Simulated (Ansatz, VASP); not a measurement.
**Cs: VASP beside Ansatz**

File INCAR:

```
PREC = Accurate
ENCUT = 520
EDIFF = 1E-6
ISMEAR = 0
SIGMA = 0.1
LREAL = F
LASPH = T
NELM = 60
ALGO = Normal
ISIF = 2
LWAVE = F
LCHARG = F
GGA = PE
NBANDS = 10
```

The input KPOINTS:

```
regular mesh
0
Gamma
  10 10 10
```

Contents of POSCAR:

```
Cs
1.0
   -3.0483246653      3.0483246653      3.0483246653
    3.0483246653     -3.0483246653      3.0483246653
    3.0483246653      3.0483246653     -3.0483246653
Cs
1
Direct
    0.0000000000      0.0000000000      0.0000000000
```

Input for Ansatz:

```yaml
crystal:
  lattice:
    - [-3.0483246653, 3.0483246653, 3.0483246653]
    - [3.0483246653, -3.0483246653, 3.0483246653]
    - [3.0483246653, 3.0483246653, -3.0483246653]
  atoms:
    - { symbol: Cs, position: [0.0, 0.0, 0.0] }
basis:
  ecutwfc: 420
kpoints:
  mp_grid: { grid: [10, 10, 10] }
hamiltonian:
  xc: pbe
scf:
  occupations: { method: gaussian, width: 0.1 }
output:
  forces: true
  stress: true
  eigenvalues: true
  write_density: true
  write_potential: true
  elf: true
  volumetric_format: npy
```

Alike in both runs: task single point; functional PBE; k mesh 10 × 10 × 10; occupations gaussian, width 0.1 eV; no spin polarisation.

|  | VASP | Ansatz |
| --- | --- | --- |
| version | VASP 6.6.1 | Ansatz 0.2.0 |
| potentials or method | VASP PAW PBE potentials, release 64 (Cs_sv), cutoff 520 eV | scalar-relativistic, plane waves, PAW |
| valence electrons in the cell | 9 | 9 |

```tsv
	VASP	Ansatz	Ansatz less VASP
gap on the k mesh at the Fermi level (eV)	none	none	-
pressure (GPa)	0.1	0.1	+0.01
```

A gap of «none» marks a metal or a gap that the smearing closes. With one functional, cell and mesh, what is left measures potentials, basis and numerics.

Spin-orbit coupling is off throughout.
